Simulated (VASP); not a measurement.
# ZnS (P3m1) in VASP: notebook, part 2 of 2

VASP 6.6.1.

**3. Single point, r2SCAN (the distance across one plane changed)**

Input file POSCAR:

```
ZnS
1.0
   -3.8087369231      0.0000000000      0.0000000000
   -1.9043684615     -3.2984629317      0.0000000000
    0.0000000000      0.0000000000     12.7164651483
Zn S
4 4
Direct
    1.0000000000      1.0000000000      0.6433625291
    0.0000000000      0.0000000000      0.1531923047
    0.3333333333      0.3333333333      0.8884047263
    0.6666666667      0.6666666667      0.3982345020
    0.0000000000      1.0000000000      0.8268055507
    0.0000000000      0.0000000000      0.3366353264
    0.3333333333      0.3333333333      0.0918861793
    0.6666666667      0.6666666667      0.5820564036
```

Input file INCAR.step1:

```
PREC = Accurate
ENCUT = 520
ISMEAR = 0
SIGMA = 0.05
LREAL = F
LASPH = T
NELM = 60
NBANDS = 46
GGA = PE
ALGO = Normal
EDIFF = 1E-4
LWAVE = T
LCHARG = F
```

Input file INCAR.step2:

```
PREC = Accurate
ENCUT = 520
EDIFF = 1E-6
ISMEAR = 0
SIGMA = 0.05
LREAL = F
LASPH = T
NELM = 60
ALGO = Normal
ISIF = 2
LWAVE = F
LCHARG = T
METAGGA = R2SCAN
LMIXTAU = T
LELF = T
LVHAR = T
NBANDS = 46
ISTART = 1
```

Input file KPOINTS:

```
Automatic mesh
0
Gamma
  7 7 2
```

Potentials or basis: VASP PAW PBE potentials, release 64 (Zn, S).

Run with:

```console
> cat potpaw_PBE.64/Zn/POTCAR potpaw_PBE.64/S/POTCAR > POTCAR
> cp INCAR.step1 INCAR
> mpirun -np 1 vasp_std > vasp.out
> cp INCAR.step2 INCAR
> mpirun -np 1 vasp_std > vasp.out
```

OUTCAR:

```text
PREC = Accurate
   ENCUT = 520
   EDIFF = 1E-6
   ISMEAR = 0
   LREAL = F
   LASPH = T
   NELM = 60
   ISIF = 2
   METAGGA = R2SCAN
   ISTART = 1

 ion  position               nearest neighbor table
   1  0.000  0.000  0.643-   5 2.33   8 2.33   8 2.33   8 2.33
   2  0.000  0.000  0.153-   6 2.33   7 2.33   7 2.33   7 2.33
   3  0.333  0.333  0.888-   5 2.33   5 2.33   5 2.33   7 2.59
   4  0.667  0.667  0.398-   6 2.33   6 2.33   6 2.33   8 2.34
   5  0.000  0.000  0.827-   1 2.33   3 2.33   3 2.33   3 2.33
   6  0.000  0.000  0.337-   2 2.33   4 2.33   4 2.33   4 2.33
   7  0.333  0.333  0.092-   2 2.33   2 2.33   2 2.33   3 2.59
   8  0.667  0.667  0.582-   1 2.33   1 2.33   1 2.33   4 2.34

  LATTYP: Found a hexagonal cell.
 ALAT       =     3.8087369230
 C/A-ratio  =     3.3387617484

  Lattice vectors:

 A1 = (   1.9043684615,   3.2984629317,   0.0000000000)
 A2 = (  -3.8087369231,   0.0000000000,   0.0000000000)
 A3 = (   0.0000000000,   0.0000000000,  12.7164651483)

Analysis of symmetry for initial positions (statically):
[... 182 lines left out ...]

 k-point     1 :       0.0000    0.0000    0.0000
  band No.  band energies     occupation
      1     -12.0112      2.00000
      2     -11.6210      2.00000
      3     -11.3724      2.00000
      4     -10.8740      2.00000
      5      -4.9165      2.00000
      6      -4.9165      2.00000
[... 773 lines left out ...]
     45       9.7064      0.00000
     46       9.8905      0.00000

------------------------ aborting loop because EDIFF is reached ----------------------------------------

  FORCE on cell =-STRESS in cart. coord.  units (eV):
  Direction    XX          YY          ZZ          XY          YZ          ZX
  --------------------------------------------------------------------------------------
  -------------------------------------------------------------------------------------
  Total       -0.3810549     -0.3810549     -2.5239344      0.0000000      0.0000000     -0.0000000
  in kB       -3.8215460     -3.8215460    -25.3121858      0.0000000      0.0000000     -0.0000000
  external PRESSURE =     -10.9850926 kB  Pullay stress =       0.0000000 kB

 VOLUME and BASIS-vectors are now :
 -----------------------------------------------------------------------------
  energy-cutoff  :      520.00
  volume of cell :      159.76
      direct lattice vectors                 reciprocal lattice vectors
    -3.808736923  0.000000000  0.000000000    -0.262554233  0.151585757  0.000000000
    -1.904368462 -3.298462932  0.000000000     0.000000000 -0.303171514  0.000000000
     0.000000000  0.000000000 12.716465148     0.000000000  0.000000000  0.078638206

 POSITION                                       TOTAL-FORCE (eV/Angst)
 -----------------------------------------------------------------------------------
      0.00000      0.00000      8.18130        -0.000000      0.000000     -0.095063
      0.00000      0.00000      1.94806         0.000000      0.000000     -0.159869
     -1.90437     -1.09949     11.29737        -0.000000     -0.000000      0.702750
     -3.80874     -2.19898      5.06414        -0.000000     -0.000000     -0.115809
      0.00000      0.00000     10.51404        -0.000000      0.000000      0.342113
      0.00000      0.00000      4.28081        -0.000000      0.000000      0.115736
     -1.90437     -1.09949      1.16847        -0.000000      0.000000     -0.905310
     -3.80874     -2.19898      7.40170        -0.000000      0.000000      0.115452
 -----------------------------------------------------------------------------------
    total drift:                               -0.000002     -0.000001      0.097058

  FREE ENERGIE OF THE ION-ELECTRON SYSTEM (eV)
  ---------------------------------------------------
  free  energy   TOTEN  =       -75.3072620420 eV

  energy  without entropy=      -75.3072620420  energy(sigma->0) =      -75.30726204
```

OUTCAR.step1:

```text
PREC = Accurate
   ENCUT = 520
   ISMEAR = 0
   LREAL = F
[... 1018 lines left out ...]
      0.00000      0.00000     10.51404        -0.000000     -0.000000      0.334983
      0.00000      0.00000      4.28081        -0.000000     -0.000000      0.117031
     -1.90437     -1.09949      1.16847        -0.000000     -0.000000     -0.901635
     -3.80874     -2.19898      7.40170        -0.000000     -0.000000      0.118593
 -----------------------------------------------------------------------------------
    total drift:                               -0.000001     -0.000001      0.000873

  FREE ENERGIE OF THE ION-ELECTRON SYSTEM (eV)
  ---------------------------------------------------
  free  energy   TOTEN  =       -27.2581541828 eV

  energy  without entropy=      -27.2581541828  energy(sigma->0) =      -27.25815418
```

OSZICAR.step1:

```text
N       E                     dE             d eps       ncg     rms          rms(c)
DAV:   1     0.597217021295E+03    0.59722E+03   -0.33197E+04  1472   0.189E+03
DAV:   2     0.519893297947E+02   -0.54523E+03   -0.52380E+03  1488   0.437E+02
DAV:   3    -0.252031046859E+02   -0.77192E+02   -0.76138E+02  1644   0.153E+02
DAV:   4    -0.289449525307E+02   -0.37418E+01   -0.37258E+01  1764   0.342E+01
DAV:   5    -0.290052752730E+02   -0.60323E-01   -0.60294E-01  1748   0.435E+00    0.137E+01
DAV:   6    -0.272222807951E+02    0.17830E+01   -0.35968E+00  2292   0.420E+01    0.106E+01
DAV:   7    -0.273330596848E+02   -0.11078E+00   -0.46021E+00  1664   0.855E+00    0.400E+00
DAV:   8    -0.272576313010E+02    0.75428E-01   -0.32508E-01  1854   0.596E+00    0.124E+00
DAV:   9    -0.272571859908E+02    0.44531E-03   -0.81966E-02  1906   0.287E+00    0.408E-01
DAV:  10    -0.272576633113E+02   -0.47732E-03   -0.54111E-03  1744   0.115E+00    0.224E-01
DAV:  11    -0.272579567963E+02   -0.29348E-03   -0.70985E-04  1676   0.477E-01    0.107E-01
DAV:  12    -0.272581505469E+02   -0.19375E-03   -0.37494E-04  1494   0.167E-01    0.466E-02
DAV:  13    -0.272581541828E+02   -0.36359E-05   -0.10618E-04   952   0.186E-01
   1 F= -.27258154E+02 E0= -.27258154E+02  d E =-.456998E-16
```

It took 3.5 min on 1 thread of Intel Xeon 6975P-C (Granite Rapids), shared host; peak memory 0.33 GiB.

Results:

```
Free energy            : -75.3073 eV
Pressure               : -1.1 GPa
Largest force          : 0.905 eV/Å
Band gap on the k mesh : 2.47 eV
```

Forces in eV/Å, atoms in the order of the input:
```
Zn   0.000  0.000 -0.095
Zn   0.000  0.000 -0.160
Zn   0.000  0.000  0.703
Zn   0.000  0.000 -0.116
S    0.000  0.000  0.342
S    0.000  0.000  0.116
S    0.000  0.000 -0.905
S    0.000  0.000  0.115
```

Caveat: the cell differs from its parent crystal (the distance across one plane changed); the PAW data sets were made with another functional, which shifts forces and pressure a little.
